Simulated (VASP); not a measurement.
Runs of VASP 6.6.1 on Rh. The structure is that of space group Fm-3m (No. 225), or close to it. The cells are those of the table. 

```tsv
cell	gap on the mesh (eV)	pressure (GPa)
a = 2.656, b = 2.656, c = 2.689 Å, angles 59.6, 59.6, 60.8°, 1 atom	none	-3.1
a = 2.657, b = 2.657, c = 2.555 Å, angles 61.3, 61.3, 57.5°, 1 atom	none	15.6
a = 2.690, b = 2.690, c = 2.622 Å, angles 60.8, 60.8, 58.3°, 1 atom	none	(a)
a = 2.622 Å, angles 60.0°, 1 atom	none	13.9
a = 2.589, b = 2.589, c = 2.622 Å, angles 59.6, 59.6, 60.9°, 1 atom	none	(c)
a = 2.756 Å, angles 60.0°, 1 atom	none	-26.2
a = 2.555 Å, angles 60.0°, 1 atom	none	50.1
a = 2.623, b = 2.623, c = 2.555 Å, angles 60.9, 60.9, 58.3°, 1 atom	none	25.2
a = 2.656, b = 2.656, c = 2.622 Å, angles 60.4, 60.4, 59.2°, 1 atom	none	4.9
a = 2.824 Å, angles 60.0°, 1 atom	none	(b)
```

Alike in all rows: task single point; level LDA; potentials or basis VASP PAW LDA potentials, release 64 (Rh_pv); no spin polarisation; k mesh 22 × 22 × 22; cutoff (eV) 520; smearing gaussian 0.15 eV.

Question: Fill in the values left out.

Answer: (a) -2.7; (b) -35.9; (c) 24.7.

Caveats: the cell stands under pressure (at least some runs); the cell stands under tension (at least some runs); the stress differs along the axes, from -5 to 1 GPa (at least some runs); the stress differs along the axes, from -1 to 24 GPa (at least some runs); the stress differs along the axes, from -12 to 2 GPa (at least some runs); the stress differs along the axes, from 22 to 30 GPa (at least some runs); the stress differs along the axes, from 14 to 31 GPa (at least some runs).

A k mesh can miss the band edges, and the runs leave out spin-orbit coupling on Rh.

A gap of «none» marks levels without a gap at the run's occupations.
